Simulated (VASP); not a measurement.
# Cu (P6_3/mmc) in VASP: notebook, part 2 of 2

VASP 6.6.1.

### Step 4. Single point, PBEsol

This run uses another cell than the first one, of 11.00 Å³/atom.

Input file INCAR:

```
PREC = Accurate
ENCUT = 520
EDIFF = 1E-6
ISMEAR = -1
SIGMA = 0.1
LREAL = False
LASPH = True
NELM = 80
ALGO = Normal
ISIF = 2
LWAVE = False
LCHARG = False
GGA = PS
NBANDS = 30
```

Input file KPOINTS:

```
regular mesh
0
Gamma
  10 10 3
```

Input file POSCAR:

```
Cu
1.0
    2.4965602936      0.0000000000      0.0000000000
   -1.2482801468      2.1620847202      0.0000000000
    0.0000000000      0.0000000000      8.1501551636
Cu
4
Direct
    0.0000000000      0.0000000000      0.0000000000
    0.3333333333      0.6666666667      0.2500000000
    0.0000000000      0.0000000000      0.5000000000
    0.6666666667      0.3333333333      0.7500000000
```

Potentials or basis: VASP PAW PBE potentials, release 64 (Cu).

Started as:

```bash
cat potpaw_PBE.64/Cu/POTCAR > POTCAR
mpirun -np 1 vasp_std > vasp.out
```

OUTCAR:

```text
PREC = Accurate
   ENCUT = 520
   EDIFF = 1E-6
   ISMEAR = -1
   LREAL = False
   LASPH = True
   NELM = 80
   ISIF = 2
   GGA = PS

 ion  position               nearest neighbor table
   1  0.000  0.000  0.000-   2 2.50   4 2.50   4 2.50   2 2.50   4 2.50   2 2.50
   2  0.333  0.667  0.250-   1 2.50   3 2.50   1 2.50   3 2.50   1 2.50   3 2.50
   3  0.000  0.000  0.500-   2 2.50   4 2.50   4 2.50   2 2.50   4 2.50   2 2.50
   4  0.667  0.333  0.750-   1 2.50   3 2.50   1 2.50   3 2.50   1 2.50   3 2.50

  LATTYP: Found a hexagonal cell.
[... 994 lines left out ...]
  --------------------------------------------------------------------------------------
  -------------------------------------------------------------------------------------
  Total        1.7422539      1.7422540      1.5212680     -0.0000000      0.0000000      0.0000000
  in kB       63.4514247     63.4514297     55.4033046     -0.0000000      0.0000000      0.0000000
  external PRESSURE =      60.7687196 kB  Pullay stress =       0.0000000 kB

 VOLUME and BASIS-vectors are now :
 -----------------------------------------------------------------------------
  energy-cutoff  :      520.00
  volume of cell :       43.99
      direct lattice vectors                 reciprocal lattice vectors
     2.496560294  0.000000000  0.000000000     0.400551111  0.231258283  0.000000000
    -1.248280147  2.162084720  0.000000000     0.000000000  0.462516566  0.000000000
     0.000000000  0.000000000  8.150155164     0.000000000  0.000000000  0.122697051

 POSITION                                       TOTAL-FORCE (eV/Angst)
 -----------------------------------------------------------------------------------
      0.00000      0.00000      0.00000        -0.000000     -0.000000      0.000000
     -0.00000      1.44139      2.03754         0.000000      0.000000     -0.000000
      0.00000      0.00000      4.07508        -0.000000     -0.000000      0.000000
      1.24828      0.72069      6.11262        -0.000000      0.000000     -0.000000
 -----------------------------------------------------------------------------------
    total drift:                                0.000000     -0.000000      0.000000

  FREE ENERGIE OF THE ION-ELECTRON SYSTEM (eV)
  ---------------------------------------------------
  free  energy   TOTEN  =       -17.1873732881 eV

  energy  without entropy=      -17.1368820028  energy(sigma->0) =      -17.16212765
```

OSZICAR:

```text
N       E                     dE             d eps       ncg     rms          rms(c)
DAV:   1     0.333246692302E+03    0.33325E+03   -0.19795E+04  1784   0.267E+03
DAV:   2     0.970696448157E+01   -0.32354E+03   -0.30994E+03  1680   0.395E+02
DAV:   3    -0.208618362723E+02   -0.30569E+02   -0.28955E+02  1848   0.168E+02
DAV:   4    -0.216431830319E+02   -0.78135E+00   -0.77994E+00  1910   0.364E+01
DAV:   5    -0.216545293161E+02   -0.11346E-01   -0.11346E-01  2146   0.438E+00    0.170E+01
DAV:   6    -0.186593233182E+02    0.29952E+01   -0.33552E+01  1860   0.126E+02    0.778E+00
DAV:   7    -0.172391450930E+02    0.14202E+01   -0.60911E+00  1926   0.515E+01    0.100E+00
DAV:   8    -0.171992057085E+02    0.39939E-01   -0.11367E-01  2352   0.609E+00    0.808E-01
DAV:   9    -0.171931254230E+02    0.60803E-02   -0.15028E-02  1950   0.429E+00    0.560E-01
DAV:  10    -0.171873125939E+02    0.58128E-02   -0.98469E-03  2008   0.204E+00    0.355E-02
DAV:  11    -0.171873724957E+02   -0.59902E-04   -0.80523E-04  2106   0.308E-01    0.131E-02
DAV:  12    -0.171873718939E+02    0.60185E-06   -0.15673E-05  2340   0.470E-02    0.239E-03
DAV:  13    -0.171873735009E+02   -0.16070E-05   -0.11142E-06  1442   0.233E-02    0.258E-03
DAV:  14    -0.171873732881E+02    0.21280E-06   -0.30798E-07  1164   0.107E-02
   1 F= -.17187373E+02 E0= -.17162128E+02  d E =-.504913E-01
```

stdout:

```text
POSCAR found type information on POSCAR Cu
 POSCAR found :  1 types and       4 ions
 scaLAPACK will be used
 -----------------------------------------------------------------------------
|                                                                             |
|                                                                             |
|     You enforced a specific xc type in the INCAR file but a different       |
|     I HOPE YOU KNOW WHAT YOU ARE DOING!                                     |
|                                                                             |
 -----------------------------------------------------------------------------

 LDA part: xc-table for (Slater+PW92), standard interpolation
 POSCAR, INCAR and KPOINTS ok, starting setup
 FFT: planning ... GRIDC
 FFT: planning ... GRID_SOFT
 FFT: planning ... GRID
 WAVECAR not read
 entering main loop
```

Run time: 56 s. Hardware: 1 thread of Intel Xeon 8259CL, shared host; peak memory 0.17 GiB.

What came out:

```yaml
Free_energy: -17.1874 eV
Pressure: 6.1 GPa
Band_gap_on_the_k_mesh: zero (bands 22 and 23 overlap by 4.94 eV)
```

Caveat: the cell stands under pressure; the PAW data sets were made with another functional, which shifts forces and pressure a little.

### Step 5. Overview

```tsv
cell	gap on the mesh (eV)	pressure (GPa)
a = 2.425, b = 2.425, c = 7.917 Å, angles 90.0, 90.0, 120.0°, 4 atoms	none	26.8
a = 2.461, b = 2.461, c = 8.035 Å, angles 90.0, 90.0, 120.0°, 4 atoms	none	15.2
a = 2.497, b = 2.497, c = 8.150 Å, angles 90.0, 90.0, 120.0°, 4 atoms	none	6.1
```

Alike in all rows: task single point; level PBEsol; potentials or basis VASP PAW PBE potentials, release 64 (Cu); no spin polarisation; k mesh 10 × 10 × 3; cutoff (eV) 520; smearing fermi-dirac 0.1 eV.

Caveats: the cell stands under pressure; the PAW data sets were made with another functional, which shifts forces and pressure a little.

Absolute energies hang on the potentials; compare differences alone.
